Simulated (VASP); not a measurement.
Wanted: the native input for a VASP 6.6.1 run.

* Task: relaxation of cell and atoms
* Functional: PBE
* Potentials or basis: VASP PAW PBE potentials, release 64 (Si, Se)
* Cutoff: 600 eV
* k mesh: 3 × 3 × 3
* Occupations: gaussian, width 0.2 eV
* Spin: no spin polarisation
* Dipole correction: no
* Further INCAR settings: ALGO = Normal; EDIFF = 1e-06; IBRION = 2; EDIFFG = -0.08; NSW = 36; ISIF = 3

The structure of Si4Se3 lies in POSCAR:

```
Si4Se3
1.0
   -3.6017537600      3.6017537600      3.4614142900
    3.6017537600     -3.6017537600      3.4614142900
    3.6017537600      3.6017537600     -3.4614142900
Si Se
4 3
Direct
    0.8364808200      0.0842266100      0.2477457900
    0.8364808200      0.5887350200      0.7522542100
    0.0842266100      0.8364808200      0.2477457900
    0.5887350200      0.8364808200      0.7522542100
    0.7676100900      0.2676100900      0.5000000000
    0.2676100900      0.7676100900      0.5000000000
    0.7352692100      0.7352692100      0.0000000000
```

The cell was built from a structure type or drawn by symmetry, and may not be a known phase.

One way to write it, as run:

INCAR

```
PREC = Accurate ; ENCUT = 600
EDIFF = 1E-6 ; ISMEAR = 0
SIGMA = 0.2 ; LREAL = False
LASPH = True ; NELM = 100
ALGO = Normal ; ISIF = 3
LWAVE = False ; LCHARG = False
GGA = PE ; IBRION = 2
NSW = 36 ; EDIFFG = -0.08
```

KPOINTS

```
Automatic mesh
0
Gamma
  3 3 3
```

Potentials or basis: VASP PAW PBE potentials, release 64 (Si, Se).

The run is started by

```console
$ cat potpaw_PBE.64/Si/POTCAR potpaw_PBE.64/Se/POTCAR > POTCAR
$ mpirun -np 1 vasp_std > vasp.out
```

Results of the run:

```yaml
Relaxed_volume: 27.03 Å³/atom
Relaxed_cell: a = 6.273 Å, b = 6.273 Å, c = 6.273 Å, α = 111.66°, β = 111.66°, γ = 105.18°
Space_group_after_relaxing_to_0.1_Å: I4mm (No. 107)
Energy_gained_by_relaxing: 2973.6 meV/atom
Ionic_steps: 25
Pressure_after_relaxing: -0.1 GPa
Largest_force_after_relaxing: 0.076 eV/Å
Band_gap_on_the_k_mesh: zero (bands 17 and 18 overlap by 0.07 eV)
```

Caveat: the k points lie up to 0.40 Å⁻¹ apart in the final cell; the relaxation stopped at a loose force limit of 0.08 eV/Å, so its end isn't a converged minimum.

Wall time 6.9 min on 1 thread of AMD EPYC 9R45 96-Core Processor (Zen 5), with other jobs on the host, peak memory 0.34 GiB.
